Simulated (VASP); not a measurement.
Set up this calculation in VASP 6.6.1, as the native input.

```yaml
Task: single point
Functional: LDA
Potentials_or_basis: VASP PAW LDA potentials, release 64 (Y_sv, Tl_d)
Cutoff: 520 eV
k_mesh: 11 × 11 × 11
Occupations: fermi-dirac, width 0.08 eV
Spin: no spin polarisation
Dipole_correction: no
Further_INCAR_settings: ALGO = Normal; EDIFF = 1e-06; NBANDS = 19
```

The structure of YTl lies in POSCAR:

```
YTl
1.0
    3.8003609237      0.0000000000      0.0000000000
    0.0000000000      3.8003609237      0.0000000000
    0.0000000000      0.0000000000      3.8003609237
Y Tl
1 1
Direct
    0.5000000000      0.5000000000      0.5000000000
    0.0000000000      0.0000000000      0.0000000000
```

One way to write it, as run:

INCAR

```
  ALGO = Normal
  EDIFF = 1E-6
  ENCUT = 520
  ISIF = 2
  ISMEAR = -1
  LASPH = T
  LCHARG = F
  LREAL = F
  LWAVE = F
  NBANDS = 19
  NELM = 100
  PREC = Accurate
  SIGMA = 0.08
```

KPOINTS

```
k-points
0
Gamma
  11 11 11
```

Potentials or basis: VASP PAW LDA potentials, release 64 (Y_sv, Tl_d).

Command:

```console
$ cat potpaw_LDA.64/Y_sv/POTCAR potpaw_LDA.64/Tl_d/POTCAR > POTCAR
$ mpirun -np 1 vasp_std > vasp.out
```

Results of the run:

The pressure is -4.9 GPa and the band gap on the k mesh is zero (bands 12 and 13 overlap by 2.14 eV).

Caveat: the cell stands under tension; spin-orbit coupling is left out, which moves the levels of the heavy elements.

Wall time 21 s on 1 thread of AMD EPYC 9R45 96-Core Processor (Zen 5), on a shared host, peak memory 0.17 GiB.
